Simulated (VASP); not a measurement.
# AlRu (P4/mmm) in VASP: single point with PBE

Aim: the single point of AlRu with PBE.

All numbers are computed with VASP 6.6.1; they aren't measurements. Logs are shortened: lines on timing, memory, paths and dates and some standing lists are left out, and cuts for length are marked.

### Step 1. The cell of the first run

The typed cell holds 2 atoms: a = 3.005 Å, b = 3.005 Å, c = 3.002 Å, α = 90.00°, β = 90.00°, γ = 90.00°.

### Step 2. Single point, PBE

Contents of INCAR:

```
SYSTEM = AlRu
PREC     = Accurate       ! precision mode
ENCUT    = 520            ! plane-wave cutoff, eV
EDIFF    = 1E-6           ! SCF threshold, eV
ISMEAR   = 0              ! smearing method
SIGMA    = 0.1            ! smearing width, eV
LREAL    = .False.        ! projectors in reciprocal space
LASPH    = .True.         ! aspherical terms in the spheres
NELM     = 60             ! most SCF steps
ALGO     = Fast           ! electronic algorithm
ISIF     = 2              ! what is computed and relaxed
LWAVE    = .False.        ! write WAVECAR
LCHARG   = .False.        ! write CHGCAR
GGA      = PE             ! functional
NBANDS   = 16             ! bands
```

Contents of KPOINTS:

```
regular mesh
0
Gamma
  16 16 10
  0 0 0
```

Contents of POSCAR:

```
AlRu
1.0
    3.0047389820      0.0000000000      0.0000000000
    0.0000000000      3.0047389820      0.0000000000
    0.0000000000      0.0000000000      3.0024683944
Ru Al
1 1
Direct
    0.5000000000      0.5000000000      0.5000000000
    0.0000000000      0.0000000000      0.0000000000
```

Potentials or basis: VASP PAW PBE potentials, release 64 (Ru_pv, Al).

Started as:

```bash
> cat potpaw_PBE.64/Ru_pv/POTCAR potpaw_PBE.64/Al/POTCAR > POTCAR
> mpirun -np 1 vasp_std > vasp.out
```

OUTCAR:

```text
SYSTEM = AlRu
   PREC = Accurate
   ENCUT = 520
   EDIFF = 1E-6
   ISMEAR = 0
   LREAL = .False.
   LASPH = .True.
   NELM = 60
   ISIF = 2
   GGA = PE

 ion  position               nearest neighbor table
   1  0.500  0.500  0.500-   2 2.60   2 2.60   2 2.60   2 2.60   2 2.60   2 2.60   2 2.60   2 2.60

   2  0.000  0.000  0.000-   1 2.60   1 2.60   1 2.60   1 2.60   1 2.60   1 2.60   1 2.60   1 2.60

  LATTYP: Found a simple tetragonal cell.
 ALAT       =     3.0047389820
 C/A-ratio  =     0.9992443312

  Lattice vectors:

 A1 = (   3.0047389820,   0.0000000000,   0.0000000000)
 A2 = (   0.0000000000,   3.0047389820,   0.0000000000)
 A3 = (   0.0000000000,   0.0000000000,   3.0024683944)

Analysis of symmetry for initial positions (statically):
=====================================================================
 Subroutine PRICEL returns:
 Original cell was already a primitive cell.

 Routine SETGRP: Setting up the symmetry group for a
 simple tetragonal supercell.

 Subroutine GETGRP returns: Found 16 space group operations
 (whereof 16 operations were pure point group operations)
 out of a pool of 16 trial point group operations.

The static configuration has the point symmetry D_4h.

Analysis of symmetry for dynamics (positions and initial velocities):
=====================================================================
 Subroutine PRICEL returns:
 Original cell was already a primitive cell.

 Routine SETGRP: Setting up the symmetry group for a
 simple tetragonal supercell.

 Subroutine GETGRP returns: Found 16 space group operations
 (whereof 16 operations were pure point group operations)
 out of a pool of 16 trial point group operations.

The dynamic configuration has the point symmetry D_4h.

 Subroutine INISYM returns: Found 16 space group operations
 (whereof 16 operations are pure point group operations),
 and found     1 'primitive' translations

----------------------------------------------------------------------------------------

                                     Primitive cell

  volume of cell :      27.1077

  direct lattice vectors                    reciprocal lattice vectors
     3.004738982  0.000000000  0.000000000     0.332807610  0.000000000  0.000000000
     0.000000000  3.004738982  0.000000000     0.000000000  0.332807610  0.000000000
     0.000000000  0.000000000  3.002468394     0.000000000  0.000000000  0.333059293

  length of vectors
     3.004738982  3.004738982  3.002468394     0.332807610  0.332807610  0.333059293

  position of ions in fractional coordinates (direct lattice)
     0.500000000  0.500000000  0.500000000
     0.000000000  0.000000000  0.000000000

  ion indices of the primitive-cell ions
   primitive index   ion index
                 1           1
                 2           2

----------------------------------------------------------------------------------------

 KPOINTS: regular mesh

Automatic generation of k-mesh.
 Grid dimensions read from file:
 generate k-points for:   16   16   10

 Generating k-lattice:

  Cartesian coordinates                     Fractional coordinates (reciprocal lattice)
     0.020800476  0.000000000  0.000000000     0.062500000  0.000000000  0.000000000
     0.000000000  0.020800476  0.000000000     0.000000000  0.062500000  0.000000000
     0.000000000  0.000000000  0.033305929     0.000000000  0.000000000  0.100000000

  Length of vectors
     0.020800476  0.020800476  0.033305929

  Shift w.r.t. Gamma in fractional coordinates (k-lattice)
     0.000000000  0.000000000  0.000000000

 Subroutine IBZKPT returns following result:
 ===========================================

 Found    270 irreducible k-points:

 Following reciprocal coordinates:
            Coordinates               Weight
  0.000000  0.000000  0.000000      1.000000
  0.062500  0.000000  0.000000      4.000000
  0.125000  0.000000  0.000000      4.000000
  0.187500  0.000000  0.000000      4.000000
  0.250000  0.000000  0.000000      4.000000
  0.312500  0.000000  0.000000      4.000000
[... 16 lines left out ...]
  0.437500  0.125000  0.000000      8.000000
  0.500000  0.125000  0.000000      4.000000
 [... further k-points ...]
   k-points           NKPTS =    270   k-points in BZ     NKDIM =    270   number of bands    NBANDS=     16
   number of dos      NEDOS =    301   number of ions     NIONS =      2
   total plane-waves  NPLWV =  13824
   dimension x,y,z NGX =    24 NGY =   24 NGZ =   24
   dimension x,y,z NGXF=    48 NGYF=   48 NGZF=   48
   ions per type =               1   1
   NGX,Y,Z   is equivalent  to a cutoff of  13.28, 13.28, 13.29 a.u.
   NGXF,Y,Z  is equivalent  to a cutoff of  26.56, 26.56, 26.58 a.u.
 SYSTEM =  AlRu
   PREC   = accura    normal or accurate (medium, high low for compatibility)
   ISTART =      0    job   : 0-new  1-cont  2-samecut
   ICHARG =      2    charge: 1-file 2-atom 10-const
   ISPIN  =      1    spin polarized calculation?
   LNONCOLLINEAR =      F non collinear calculations
   LSORBIT =      F    spin-orbit coupling
   LASPH  =      T    aspherical Exc in radial PAW
   ENCUT  =  520.0 eV  38.22 Ry    6.18 a.u.   5.59  5.59  5.58*2*pi/ulx,y,z
   NELM   =     60;   NELMIN=  2; NELMDL= -5     # of ELM steps
   EDIFF  = 0.1E-05   stopping-criterion for ELM
   LREAL  =      F    real-space projection
   EDIFFG = 0.1E-04   stopping-criterion for IOM
   NSW    =      0    number of steps for IOM
   IBRION =     -1    ionic relax: 0-MD 1-quasi-New 2-CG
   NFREE  =      0    steps in history (QN), initial steepest desc. (CG)
   ISIF   =      2    stress and relaxation
   ISYM   =      2    0-nonsym 1-usesym 2-fastsym
   POTIM  = 0.5000    time-step for ionic-motion
   TEBEG  =    0.0;   TEEND  =   0.0 temperature during run
   PSTRESS=    0.0 pullay stress
   NELECT =      17.0000    total number of electrons
   NUPDOWN=      -1.0000    fix difference up-down
   EMIN   =  10.00;   EMAX   =-10.00  energy-range for DOS
   EFERMI =   0.00;   METHOD = LEGACY
   ISMEAR =     0;   SIGMA  =   0.10  broadening in eV -4-tet -1-fermi 0-gaus
   EFERMI_NEDOS =   21; number of points for ismear=-14 and -15
   IALGO  =     68    algorithm
   IMIX   =      4    mixing-type and parameters
     AMIX     =   0.40;   BMIX     =  1.00
     AMIX_MAG =   1.60;   BMIX_MAG =  1.00
  volume/ion in A,a.u.               =      13.55        91.47
  Fermi-wavevector in a.u.,A,eV,Ry     =   1.401287  2.648049 26.716479  1.963606
  Thomas-Fermi vector in A             =   2.524163
   LORBIT       =      0    0 simple, 1 ext, 2 COOP (PROOUT), +10 PAW based schemes
   GGA     = PE    functional components
   LHFCALC =     F    Hartree Fock is set to
   AEXX    =    0.0000 exact exchange contribution
   IVDW    =     0    specifies the selected vdW correction
   LEPSILON=     F    determine dielectric tensor
   LRPA    =     F    only Hartree local field effects (RPA)
 non-spin polarized calculation
 RMM-DIIS sequential band-by-band and
 Gauss-broadening in eV      SIGMA  =   0.10
  energy-cutoff  :      520.00
  volume of cell :       27.11
 maximum number of plane-waves:       743
 NGX is ok and might be reduce to    24
   NGX = 11   NGY = 11   NGZ = 11

 number of electron      16.9999996 magnetization

 Free energy of the ion-electron system (eV)
  ---------------------------------------------------
  ext. energy  EPLUGINS =         0.00000000
  ---------------------------------------------------
  free energy    TOTEN  =       -14.26486915 eV

  energy without entropy =      -14.25690676  energy(sigma->0) =      -14.26088795

 E-fermi :  10.5586     XC(G=0): -12.5027

 val. band max:       10.5513525627   @ k =   0.3750   0.2500   0.4000
 cond. band min:      10.5632919243   @ k =   0.1250   0.0000   0.1000
 fundamental gap:      0.0119393616
 Fermi energy:        10.5585620189

 k-point     1 :       0.0000    0.0000    0.0000
  band No.  band energies     occupation
      1     -31.2269      2.00000
      2     -31.2215      2.00000
      3     -31.2215      2.00000
      4       0.9412      2.00000
      5       7.0381      2.00000
      6       7.0452      2.00000
[... 8 lines left out ...]
     15      22.6662      0.00000
     16      25.4164      0.00000

 k-point     2 :       0.0625    0.0000    0.0000
  band No.  band energies     occupation
      1     -31.2292      2.00000
      2     -31.2263      2.00000
      3     -31.2208      2.00000
      4       1.0155      2.00000
      5       7.0640      2.00000
      6       7.0709      2.00000
[... 8 lines left out ...]
     15      22.6664      0.00000
     16      25.6510      0.00000

 k-point     3 :       0.1250    0.0000    0.0000
  band No.  band energies     occupation
      1     -31.2509      2.00000
      2     -31.2245      2.00000
      3     -31.2190      2.00000
      4       1.2360      2.00000
      5       7.1288      2.00000
      6       7.1421      2.00000
[... 8 lines left out ...]
     15      22.6676      0.00000
     16      26.3933      0.00000

 k-point     4 :       0.1875    0.0000    0.0000
  band No.  band energies     occupation
      1     -31.2834      2.00000
      2     -31.2217      2.00000
      3     -31.2162      2.00000
      4       1.5951      2.00000
      5       7.1740      2.00000
      6       7.2584      2.00000
[... 8 lines left out ...]
     15      22.8696      0.00000
     16      27.6391      0.00000

 k-point     5 :       0.2500    0.0000    0.0000
  band No.  band energies     occupation
      1     -31.3215      2.00000
      2     -31.2184      2.00000
      3     -31.2130      2.00000
      4       2.0810      2.00000
      5       7.1168      2.00000
      6       7.4030      2.00000
[... 8 lines left out ...]
     15      23.2311      0.00000
     16      26.8960      0.00000

 k-point     6 :       0.3125    0.0000    0.0000
  band No.  band energies     occupation
      1     -31.3595      2.00000
      2     -31.2152      2.00000
      3     -31.2098      2.00000
      4       2.6781      2.00000
      5       6.8630      2.00000
      6       7.5562      2.00000
[... 8 lines left out ...]
     15      23.4791      0.00000
     16      25.7343      0.00000
[... 267 lines left out ...]
 k-point    21 :       0.3125    0.1250    0.0000
  band No.  band energies     occupation
      1     -31.3562      2.00000
      2     -31.2384      2.00000
      3     -31.2127      2.00000
      4       2.9210      2.00000
      5       6.9391      2.00000
      6       7.6759      2.00000
[... 8 lines left out ...]
     15      24.4947      0.00000
     16      24.7948      0.00000

 k-point    22 :       0.3750    0.1250    0.0000
  band No.  band energies     occupation
      1     -31.3880      2.00000
      2     -31.2354      2.00000
      3     -31.2100      2.00000
      4       3.5825      2.00000
      5       6.4380      2.00000
      6       7.8264      2.00000
[... 8 lines left out ...]
     15      24.5445      0.00000
     16      25.1293      0.00000

 k-point    23 :       0.4375    0.1250    0.0000
  band No.  band energies     occupation
      1     -31.4091      2.00000
      2     -31.2334      2.00000
      3     -31.2081      2.00000
      4       4.3034      2.00000
      5       5.7839      2.00000
      6       7.9409      2.00000
[... 8 lines left out ...]
     15      22.6692      0.00000
     16      23.5422      0.00000

 k-point    24 :       0.5000    0.1250    0.0000
  band No.  band energies     occupation
      1     -31.4166      2.00000
      2     -31.2328      2.00000
      3     -31.2075      2.00000
      4       5.0214      2.00000
      5       5.0831      2.00000
      6       7.9853      2.00000
[... 8 lines left out ...]
     15      22.6681      0.00000
     16      22.8049      0.00000

 [... further k-points ...]

------------------------ aborting loop because EDIFF is reached ----------------------------------------

  FORCE on cell =-STRESS in cart. coord.  units (eV):
  Direction    XX          YY          ZZ          XY          YZ          ZX
  --------------------------------------------------------------------------------------
  -------------------------------------------------------------------------------------
  Total       -0.0113410     -0.0113410     -0.0175824      0.0000000      0.0000000      0.0000000
  in kB       -0.6703039     -0.6703039     -1.0391954      0.0000000      0.0000000      0.0000000
  external PRESSURE =      -0.7932677 kB  Pullay stress =       0.0000000 kB

 VOLUME and BASIS-vectors are now :
 -----------------------------------------------------------------------------
  energy-cutoff  :      520.00
  volume of cell :       27.11
      direct lattice vectors                 reciprocal lattice vectors
     3.004738982  0.000000000  0.000000000     0.332807610  0.000000000  0.000000000
     0.000000000  3.004738982  0.000000000     0.000000000  0.332807610  0.000000000
     0.000000000  0.000000000  3.002468394     0.000000000  0.000000000  0.333059293

 POSITION                                       TOTAL-FORCE (eV/Angst)
 -----------------------------------------------------------------------------------
      1.50237      1.50237      1.50123         0.000000      0.000000      0.000000
      0.00000      0.00000      0.00000         0.000000      0.000000      0.000000
 -----------------------------------------------------------------------------------
    total drift:                                0.000000     -0.000000     -0.000000

  FREE ENERGIE OF THE ION-ELECTRON SYSTEM (eV)
  ---------------------------------------------------
  free  energy   TOTEN  =       -14.2648691539 eV

  energy  without entropy=      -14.2569067556  energy(sigma->0) =      -14.26088795
```

Wall time 71 s (1 thread of Intel Xeon 8259CL, shared host); peak memory 0.23 GiB.

What came out:

| Item | Value |
| --- | --- |
| Free energy | -14.2649 eV |
| Pressure | -0.1 GPa |
| Band gap on the k mesh | zero (an odd number of electrons rules out a gap without spin polarisation) |
